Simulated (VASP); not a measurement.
CsMgBiO3: single point with PBE

CsMgBiO3:

```xyz
6
Lattice="3.2305 1.8651 3.7970 -3.2305 1.8651 3.7970 0.0000 -3.7303 3.7970" Properties=species:S:1:pos:R:3 pbc="T T T"
Cs    0.0000    0.0000   10.4488
Mg    0.0000    0.0000    3.4423
Bi    0.0000    0.0000    6.4393
O    -1.5857    0.9155    7.4612
O     0.0000   -1.8310    7.4612
O     1.5857    0.9155    7.4612
```

```yaml
Program: VASP 6.6.1
Task: single point
Functional: PBE
Potentials_or_basis: VASP PAW PBE potentials, release 64 (Cs_sv, Mg_sv, Bi_d, O)
Cutoff: 750 eV
k_mesh: 4 × 4 × 4
Occupations: gaussian, width 0.01 eV
Spin: no spin polarisation
```

The pressure is 0.2 GPa and the largest force is 0.282 eV/Å. The band gap on the k mesh is 2.56 eV.

Forces in eV/Å, atoms in the order of the input:
```
Cs   0.000  0.000 -0.048
Mg   0.000  0.000  0.045
Bi   0.000  0.000  0.282
O    0.120 -0.069 -0.093
O    0.000  0.138 -0.093
O   -0.120 -0.069 -0.093
```

Stress tensor (GPa, compression positive):
```
-0.18  0.00  0.00
 0.00 -0.18  0.00
 0.00  0.00  0.87
```

Levels at points of the mesh, in eV from the valence-band top:
```
           k point  band 24  band 25  band 26  band 27  band 28  band 29
(0.00, 0.00, 0.00)    -1.30    -1.30    -0.91     2.96     4.76     4.76
(0.50, 0.00, 0.00)    -1.37    -1.23    -0.94     3.14     4.57     4.92
(0.50, 0.50, 0.00)    -1.35    -1.14    -0.41     3.00     3.70     4.23
(0.50, 0.50, 0.50)    -1.25    -0.84     0.00     2.56     2.84     2.84
```

Run time: 2 min on 1 thread of Intel(R) Xeon(R) Platinum 8488C (Sapphire Rapids) (shared host), peak memory 0.39 GiB.

Caveat: spin-orbit coupling is left out, which moves the levels of the heavy elements. A k mesh can miss the band edges.
